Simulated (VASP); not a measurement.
# ZrBr (R-3m) in VASP: notebook

The runs below take ZrBr through electric field gradients, with LDA.

All numbers are computed with VASP 6.6.1; they aren't measurements. Logs are shortened: lines on timing, memory, paths and dates and some standing lists are left out, and cuts for length are marked.

## 1. The cell of the first run

Symmetry: R-3m, No. 166, trigonal system. Conventional cell: a = 3.456 Å, b = 3.456 Å, c = 27.692 Å, α = 90.00°, β = 90.00°, γ = 120.00°. Zr (site symmetry 3m) has 3 Br at 2.70 Å and 9 Zr at 3.09 to 3.46 Å within 3.6 Å. Br (site symmetry 3m) has 3 Zr at 2.70 Å and 6 Br at 3.46 Å within 3.6 Å.

## 2. Electric field gradients, LDA (23.87 Å³/atom)

Contents of INCAR:

```
PREC = Accurate
ENCUT = 520
EDIFF = 1E-8
ISMEAR = -1
SIGMA = 0.02
LREAL = False
LASPH = True
NELM = 80
ALGO = Normal
ISIF = 2
LWAVE = False
LCHARG = False
LEFG = True
NBANDS = 27
```

Contents of KPOINTS:

```
Automatic mesh
0
Gamma
  10 10 10
```

Contents of POSCAR:

```
ZrBr
1.0
    1.7278788722      0.9975913320      9.2305385518
   -1.7278788722      0.9975913320      9.2305385518
    0.0000000000     -1.9951826639      9.2305385518
Zr Br
2 2
Direct
    0.2092000000      0.2092000000      0.2092000000
    0.7908000000      0.7908000000      0.7908000000
    0.3917000000      0.3917000000      0.3917000000
    0.6083000000      0.6083000000      0.6083000000
```

Potentials or basis: VASP PAW LDA potentials, release 64 (Zr_sv, Br).

Command:

```
$ cat potpaw_LDA.64/Zr_sv/POTCAR potpaw_LDA.64/Br/POTCAR > POTCAR
$ mpirun -np 1 vasp_std > vasp.out
```

OUTCAR:

```text
PREC = Accurate
   ENCUT = 520
   EDIFF = 1E-8
   ISMEAR = -1
   LREAL = False
   LASPH = True
   NELM = 80
   ISIF = 2

 ion  position               nearest neighbor table
   1  0.209  0.209  0.209-   4 2.70   4 2.70   4 2.70   2 3.09   2 3.09   2 3.09
   2  0.791  0.791  0.791-   3 2.70   3 2.70   3 2.70   1 3.09   1 3.09   1 3.09
   3  0.392  0.392  0.392-   2 2.70   2 2.70   2 2.70
   4  0.608  0.608  0.608-   1 2.70   1 2.70   1 2.70

  LATTYP: Found a trigonal (rhomboedric) cell.
 ALAT       =     9.4437066779
 COS(alpha) =     0.9330467589

  Lattice vectors:

 A1 = (   1.7278788722,   0.9975913320,   9.2305385518)
 A2 = (  -1.7278788722,   0.9975913320,   9.2305385518)
 A3 = (   0.0000000000,  -1.9951826639,   9.2305385518)

Analysis of symmetry for initial positions (statically):
=====================================================================
 Subroutine PRICEL returns:
 Original cell was already a primitive cell.

 Routine SETGRP: Setting up the symmetry group for a
 trigonal (rhombohedral) supercell.

 Subroutine GETGRP returns: Found 12 space group operations
 (whereof 12 operations were pure point group operations)
 out of a pool of 12 trial point group operations.

The static configuration has the point symmetry D_3d.

Analysis of symmetry for dynamics (positions and initial velocities):
=====================================================================
 Subroutine PRICEL returns:
 Original cell was already a primitive cell.

 Routine SETGRP: Setting up the symmetry group for a
 trigonal (rhombohedral) supercell.

 Subroutine GETGRP returns: Found 12 space group operations
 (whereof 12 operations were pure point group operations)
 out of a pool of 12 trial point group operations.

The dynamic configuration has the point symmetry D_3d.

 Subroutine INISYM returns: Found 12 space group operations
 (whereof 12 operations are pure point group operations),
 and found     1 'primitive' translations

----------------------------------------------------------------------------------------

                                     Primitive cell

  volume of cell :      95.4650

  direct lattice vectors                    reciprocal lattice vectors
     1.727878872  0.997591332  9.230538552     0.289372136  0.167069081  0.036112014
    -1.727878872  0.997591332  9.230538552    -0.289372136  0.167069081  0.036112014
     0.000000000 -1.995182664  9.230538552     0.000000000 -0.334138161  0.036112014

  length of vectors
     9.443706678  9.443706678  9.443706678     0.336083901  0.336083901  0.336083901

  position of ions in fractional coordinates (direct lattice)
     0.209200000  0.209200000  0.209200000
     0.790800000  0.790800000  0.790800000
     0.391700000  0.391700000  0.391700000
     0.608300000  0.608300000  0.608300000

  ion indices of the primitive-cell ions
   primitive index   ion index
                 1           1
                 2           2
                 3           3
                 4           4

----------------------------------------------------------------------------------------

 KPOINTS: Automatic mesh

Automatic generation of k-mesh.
 Grid dimensions read from file:
 generate k-points for:   10   10   10

 Generating k-lattice:

  Cartesian coordinates                     Fractional coordinates (reciprocal lattice)
     0.028937214  0.016706908  0.003611201     0.100000000  0.000000000  0.000000000
    -0.028937214  0.016706908  0.003611201     0.000000000  0.100000000  0.000000000
     0.000000000 -0.033413816  0.003611201    -0.000000000 -0.000000000  0.100000000

  Length of vectors
     0.033608390  0.033608390  0.033608390

  Shift w.r.t. Gamma in fractional coordinates (k-lattice)
     0.000000000  0.000000000  0.000000000

 Subroutine IBZKPT returns following result:
 ===========================================

 Found    116 irreducible k-points:

 Following reciprocal coordinates:
            Coordinates               Weight
  0.000000  0.000000  0.000000      1.000000
  0.100000 -0.000000  0.000000      6.000000
  0.200000 -0.000000  0.000000      6.000000
  0.300000 -0.000000  0.000000      6.000000
  0.400000  0.000000  0.000000      6.000000
  0.500000 -0.000000  0.000000      3.000000
[... 16 lines left out ...]
  0.300000  0.300000  0.000000      6.000000
  0.400000  0.300000  0.000000     12.000000
 [... further k-points ...]
   k-points           NKPTS =    116   k-points in BZ     NKDIM =    116   number of bands    NBANDS=     27
   number of dos      NEDOS =    301   number of ions     NIONS =      4
   total plane-waves  NPLWV = 343000
   dimension x,y,z NGX =    70 NGY =   70 NGZ =   70
   dimension x,y,z NGXF=   140 NGYF=  140 NGZF=  140
   ions per type =               2   2
   NGX,Y,Z   is equivalent  to a cutoff of  12.32, 12.32, 12.32 a.u.
   NGXF,Y,Z  is equivalent  to a cutoff of  24.65, 24.65, 24.65 a.u.
 SYSTEM =  unknown system
   PREC   = accura    normal or accurate (medium, high low for compatibility)
   ISTART =      0    job   : 0-new  1-cont  2-samecut
   ICHARG =      2    charge: 1-file 2-atom 10-const
   ISPIN  =      1    spin polarized calculation?
   LNONCOLLINEAR =      F non collinear calculations
   LSORBIT =      F    spin-orbit coupling
   LASPH  =      T    aspherical Exc in radial PAW
   ENCUT  =  520.0 eV  38.22 Ry    6.18 a.u.  17.56 17.56 17.56*2*pi/ulx,y,z
   NELM   =     80;   NELMIN=  2; NELMDL= -5     # of ELM steps
   EDIFF  = 0.1E-07   stopping-criterion for ELM
   LREAL  =      F    real-space projection
   EDIFFG = 0.1E-06   stopping-criterion for IOM
   NSW    =      0    number of steps for IOM
   IBRION =     -1    ionic relax: 0-MD 1-quasi-New 2-CG
   NFREE  =      0    steps in history (QN), initial steepest desc. (CG)
   ISIF   =      2    stress and relaxation
   ISYM   =      2    0-nonsym 1-usesym 2-fastsym
   POTIM  = 0.5000    time-step for ionic-motion
   TEBEG  =    0.0;   TEEND  =   0.0 temperature during run
   PSTRESS=    0.0 pullay stress
   NELECT =      38.0000    total number of electrons
   NUPDOWN=      -1.0000    fix difference up-down
   EMIN   =  10.00;   EMAX   =-10.00  energy-range for DOS
   EFERMI =   0.00;   METHOD = LEGACY
   ISMEAR =    -1;   SIGMA  =   0.02  broadening in eV -4-tet -1-fermi 0-gaus
   EFERMI_NEDOS =   21; number of points for ismear=-14 and -15
   IALGO  =     38    algorithm
   IMIX   =      4    mixing-type and parameters
     AMIX     =   0.40;   BMIX     =  1.00
     AMIX_MAG =   1.60;   BMIX_MAG =  1.00
  volume/ion in A,a.u.               =      23.87       161.06
  Fermi-wavevector in a.u.,A,eV,Ry     =   1.204263  2.275727 19.731835  1.450249
  Thomas-Fermi vector in A             =   2.339993
   LORBIT       =      0    0 simple, 1 ext, 2 COOP (PROOUT), +10 PAW based schemes
   GGA     = CA    functional components
   LHFCALC =     F    Hartree Fock is set to
   AEXX    =    0.0000 exact exchange contribution
   IVDW    =     0    specifies the selected vdW correction
   LEPSILON=     F    determine dielectric tensor
   LRPA    =     F    only Hartree local field effects (RPA)
 non-spin polarized calculation
  energy-cutoff  :      520.00
  volume of cell :       95.47
 maximum number of plane-waves:      2599
   NGX = 35   NGY = 35   NGZ = 35

 number of electron      38.0000001 magnetization

 Free energy of the ion-electron system (eV)
  ---------------------------------------------------
  ext. energy  EPLUGINS =         0.00000000
  ---------------------------------------------------
  free energy    TOTEN  =       -27.07042846 eV

  energy without entropy =      -27.06805879  energy(sigma->0) =      -27.06924363

 E-fermi :   7.0335     XC(G=0): -10.4355

 val. band max:        7.0309498215   @ k =   0.5000   0.5000   0.0000
 cond. band min:       7.0772205099   @ k =  -0.4000   0.2000   0.2000
 fundamental gap:      0.0462706884
 Fermi energy:         7.0335244724

 k-point     1 :       0.0000    0.0000    0.0000
  band No.  band energies     occupation
      1     -42.0851      2.00000
      2     -41.9806      2.00000
      3     -20.6428      2.00000
      4     -20.1112      2.00000
      5     -20.0634      2.00000
      6     -20.0634      2.00000
[... 19 lines left out ...]
     26      10.3163      0.00000
     27      10.3164      0.00000
[... 667 lines left out ...]
      5     -20.2495      2.00000
      6     -20.1371      2.00000
[... 19 lines left out ...]
     26      10.7504      0.00000
     27      11.7040      0.00000

 [... further k-points ...]
[... 5 lines left out ...]
  --------------------------------------------------------------------------------------
  -------------------------------------------------------------------------------------
  Total        0.0291494      0.0291494      0.3289886      0.0000000      0.0000000      0.0000000
  in kB        0.4892112      0.4892112      5.5213746      0.0000000      0.0000000      0.0000000
  external PRESSURE =       2.1665990 kB  Pullay stress =       0.0000000 kB

 VOLUME and BASIS-vectors are now :
 -----------------------------------------------------------------------------
  energy-cutoff  :      520.00
  volume of cell :       95.47
      direct lattice vectors                 reciprocal lattice vectors
     1.727878872  0.997591332  9.230538552     0.289372136  0.167069081  0.036112014
    -1.727878872  0.997591332  9.230538552    -0.289372136  0.167069081  0.036112014
     0.000000000 -1.995182664  9.230538552     0.000000000 -0.334138161  0.036112014

 POSITION                                       TOTAL-FORCE (eV/Angst)
 -----------------------------------------------------------------------------------
      0.00000      0.00000      5.79309         0.000000     -0.000000     -0.495667
      0.00000      0.00000     21.89853         0.000000      0.000000      0.495667
      0.00000      0.00000     10.84681         0.000000     -0.000000     -0.272983
      0.00000      0.00000     16.84481         0.000000      0.000000      0.272983
 -----------------------------------------------------------------------------------
    total drift:                                0.000000     -0.000000      0.000000

  FREE ENERGIE OF THE ION-ELECTRON SYSTEM (eV)
  ---------------------------------------------------
  free  energy   TOTEN  =       -27.0704284596 eV

  energy  without entropy=      -27.0680587909  energy(sigma->0) =      -27.06924363

 Electric field gradients (V/A^2)
---------------------------------------------------------------------
 ion       V_xx      V_yy      V_zz      V_xy      V_xz      V_yz
---------------------------------------------------------------------
   1       7.922     7.922   -15.845     0.000    -0.000    -0.000
   2       7.922     7.922   -15.845    -0.000     0.000    -0.000
   3     -10.329   -10.329    20.658    -0.000     0.000    -0.000
   4     -10.329   -10.329    20.658     0.000     0.000    -0.000
---------------------------------------------------------------------

 Electric field gradients after diagonalization (V/A^2)
 (convention: |V_zz| > |V_xx| > |V_yy|)
----------------------------------------------------------------------
 ion       V_xx      V_yy      V_zz     asymmetry (V_yy - V_xx)/ V_zz
----------------------------------------------------------------------
   1       7.922     7.922   -15.845       0.000
   2       7.922     7.922   -15.845       0.000
   3     -10.329   -10.329    20.658       0.000
   4     -10.329   -10.329    20.658       0.000
----------------------------------------------------------------------

           NMR quadrupolar parameters

 Cq : quadrupolar parameter    Cq=e*Q*V_zz/h
 eta: asymmetry parameters     (V_yy - V_xx)/ V_zz
 Q  : nuclear electric quadrupole moment in mb (millibarn)
----------------------------------------------------------------------
 ion       Cq(MHz)       eta       Q (mb)
----------------------------------------------------------------------
   1      -0.038       0.000       1.000
   2      -0.038       0.000       1.000
   3       0.050       0.000       1.000
   4       0.050       0.000       1.000
----------------------------------------------------------------------
```

Run time: 16 min. Hardware: 1 thread of Intel Xeon 6975P-C (Granite Rapids), shared host; peak memory 0.67 GiB.

What came out:

```
Free energy                             : -27.0704 eV
Pressure                                : 0.2 GPa
Largest force                           : 0.496 eV/Å
Band gap on the k mesh                  : zero (bands 19 and 20 overlap by 0.30 eV)
Largest electric field gradient by atom : Zr -15.8; Br +20.7 V/Å²
```

Forces on the atoms (eV/Å):
```
Zr   0.000  0.000 -0.496
Zr   0.000  0.000  0.496
Br   0.000  0.000 -0.273
Br   0.000  0.000  0.273
```

Electric field gradients, principal values (V/Å²):
| atom | least | middle | greatest (by size) |
| --- | --- | --- | --- |
| 1 Zr | 7.922 | 7.922 | -15.845 |
| 2 Zr | 7.922 | 7.922 | -15.845 |
| 3 Br | -10.329 | -10.329 | 20.658 |
| 4 Br | -10.329 | -10.329 | 20.658 |

Caveat: without QUAD_EFG the Cq values of the log hold for a quadrupole moment of 1 mb, not for the nuclei.

## 3. Electric field gradients, LDA (24.61 Å³/atom)

This run uses another cell than the first one, of 24.61 Å³/atom.

Contents of INCAR:

```
SYSTEM = ZrBr
PREC = Accurate
ENCUT = 520
EDIFF = 1E-8
ISMEAR = -1
SIGMA = 0.02
LREAL = .False.
LASPH = .True.
NELM = 100
ALGO = Normal
ISIF = 2
LWAVE = .False.
LCHARG = .False.
GGA = CA
LEFG = .True.
NBANDS = 27
```

Contents of KPOINTS:

```
Automatic mesh
0
Gamma
  10 10 10
  0 0 0
```

Contents of POSCAR:

```
ZrBr
1.0
    1.7456933122      1.0078765037      9.3257054519
   -1.7456933122      1.0078765037      9.3257054519
    0.0000000000     -2.0157530075      9.3257054519
Zr Br
2 2
Direct
    0.2092000000      0.2092000000      0.2092000000
    0.7908000000      0.7908000000      0.7908000000
    0.3917000000      0.3917000000      0.3917000000
    0.6083000000      0.6083000000      0.6083000000
```

Potentials or basis: VASP PAW LDA potentials, release 64 (Zr_sv, Br).

Command:

```
$ cat potpaw_LDA.64/Zr_sv/POTCAR potpaw_LDA.64/Br/POTCAR > POTCAR
$ mpirun -np 1 vasp_std > vasp.out
```

OUTCAR:

```text
SYSTEM = ZrBr
   PREC = Accurate
   ENCUT = 520
   EDIFF = 1E-8
   ISMEAR = -1
   LREAL = .False.
   LASPH = .True.
   NELM = 100
   ISIF = 2
   GGA = CA

 ion  position               nearest neighbor table
   1  0.209  0.209  0.209-   4 2.73   4 2.73   4 2.73   2 3.12   2 3.12   2 3.12
   2  0.791  0.791  0.791-   3 2.73   3 2.73   3 2.73   1 3.12   1 3.12   1 3.12
   3  0.392  0.392  0.392-   2 2.73   2 2.73   2 2.73
   4  0.608  0.608  0.608-   1 2.73   1 2.73   1 2.73

  LATTYP: Found a trigonal (rhomboedric) cell.
 ALAT       =     9.5410713425
 COS(alpha) =     0.9330467589

  Lattice vectors:

 A1 = (   1.7456933122,   1.0078765037,   9.3257054519)
 A2 = (  -1.7456933122,   1.0078765037,   9.3257054519)
 A3 = (   0.0000000000,  -2.0157530075,   9.3257054519)

Analysis of symmetry for initial positions (statically):
=====================================================================
 Subroutine PRICEL returns:
 Original cell was already a primitive cell.

 Routine SETGRP: Setting up the symmetry group for a
 trigonal (rhombohedral) supercell.

 Subroutine GETGRP returns: Found 12 space group operations
 (whereof 12 operations were pure point group operations)
 out of a pool of 12 trial point group operations.

The static configuration has the point symmetry D_3d.

Analysis of symmetry for dynamics (positions and initial velocities):
=====================================================================
 Subroutine PRICEL returns:
 Original cell was already a primitive cell.

 Routine SETGRP: Setting up the symmetry group for a
 trigonal (rhombohedral) supercell.
[... 886 lines left out ...]

  FORCE on cell =-STRESS in cart. coord.  units (eV):
  Direction    XX          YY          ZZ          XY          YZ          ZX
  --------------------------------------------------------------------------------------
  -------------------------------------------------------------------------------------
  Total       -1.4522688     -1.4522688     -1.4241302      0.0000000      0.0000000      0.0000000
  in kB      -23.6346608    -23.6346608    -23.1767247      0.0000000      0.0000000      0.0000000
  external PRESSURE =     -23.4820155 kB  Pullay stress =       0.0000000 kB

 VOLUME and BASIS-vectors are now :
 -----------------------------------------------------------------------------
  energy-cutoff  :      520.00
  volume of cell :       98.45
      direct lattice vectors                 reciprocal lattice vectors
     1.745693312  1.007876504  9.325705452     0.286419153  0.165364175  0.035743498
    -1.745693312  1.007876504  9.325705452    -0.286419153  0.165364175  0.035743498
     0.000000000 -2.015753007  9.325705452     0.000000000 -0.330728350  0.035743498

 POSITION                                       TOTAL-FORCE (eV/Angst)
 -----------------------------------------------------------------------------------
      0.00000     -0.00000      5.85281         0.000000      0.000000     -0.466570
      0.00000     -0.00000     22.12430         0.000000     -0.000000      0.466570
      0.00000     -0.00000     10.95864         0.000000     -0.000000      0.005786
      0.00000     -0.00000     17.01848         0.000000      0.000000     -0.005786
 -----------------------------------------------------------------------------------
    total drift:                                0.000000     -0.000000      0.000000

  FREE ENERGIE OF THE ION-ELECTRON SYSTEM (eV)
  ---------------------------------------------------
  free  energy   TOTEN  =       -27.0506189484 eV

  energy  without entropy=      -27.0483494533  energy(sigma->0) =      -27.04948420

 Electric field gradients (V/A^2)
---------------------------------------------------------------------
 ion       V_xx      V_yy      V_zz      V_xy      V_xz      V_yz
---------------------------------------------------------------------
   1       7.881     7.881   -15.761    -0.000    -0.000     0.000
   2       7.881     7.881   -15.761    -0.000    -0.000     0.000
   3     -12.533   -12.533    25.067    -0.000    -0.000     0.000
   4     -12.533   -12.533    25.067    -0.000    -0.000     0.000
---------------------------------------------------------------------

 Electric field gradients after diagonalization (V/A^2)
 (convention: |V_zz| > |V_xx| > |V_yy|)
----------------------------------------------------------------------
 ion       V_xx      V_yy      V_zz     asymmetry (V_yy - V_xx)/ V_zz
----------------------------------------------------------------------
   1       7.881     7.881   -15.761       0.000
   2       7.881     7.881   -15.761       0.000
   3     -12.533   -12.533    25.067       0.000
   4     -12.533   -12.533    25.067       0.000
----------------------------------------------------------------------

           NMR quadrupolar parameters

 Cq : quadrupolar parameter    Cq=e*Q*V_zz/h
 eta: asymmetry parameters     (V_yy - V_xx)/ V_zz
 Q  : nuclear electric quadrupole moment in mb (millibarn)
----------------------------------------------------------------------
 ion       Cq(MHz)       eta       Q (mb)
----------------------------------------------------------------------
   1      -0.038       0.000       1.000
   2      -0.038       0.000       1.000
   3       0.061       0.000       1.000
   4       0.061       0.000       1.000
----------------------------------------------------------------------
```

Run time: 17 min. Hardware: 1 thread of Intel Xeon 6975P-C (Granite Rapids), shared host; peak memory 0.7 GiB.

Results:

* Free energy: -27.0506 eV
* Pressure: -2.3 GPa
* Largest force: 0.467 eV/Å
* Band gap on the k mesh: zero (bands 19 and 20 overlap by 0.28 eV)
* Largest electric field gradient by atom: Zr -15.8; Br +25.1 V/Å²

Forces in eV/Å, atoms in the order of the input:
```
Zr   0.000  0.000 -0.467
Zr   0.000  0.000  0.467
Br   0.000  0.000  0.006
Br   0.000  0.000 -0.006
```

Electric field gradients, principal values (V/Å²):
```
atom    least   middle  greatest (by size)
1 Zr    7.881    7.881             -15.761
2 Zr    7.881    7.881             -15.761
3 Br  -12.533  -12.533              25.067
4 Br  -12.533  -12.533              25.067
```

Caveat: without QUAD_EFG the Cq values of the log hold for a quadrupole moment of 1 mb, not for the nuclei.
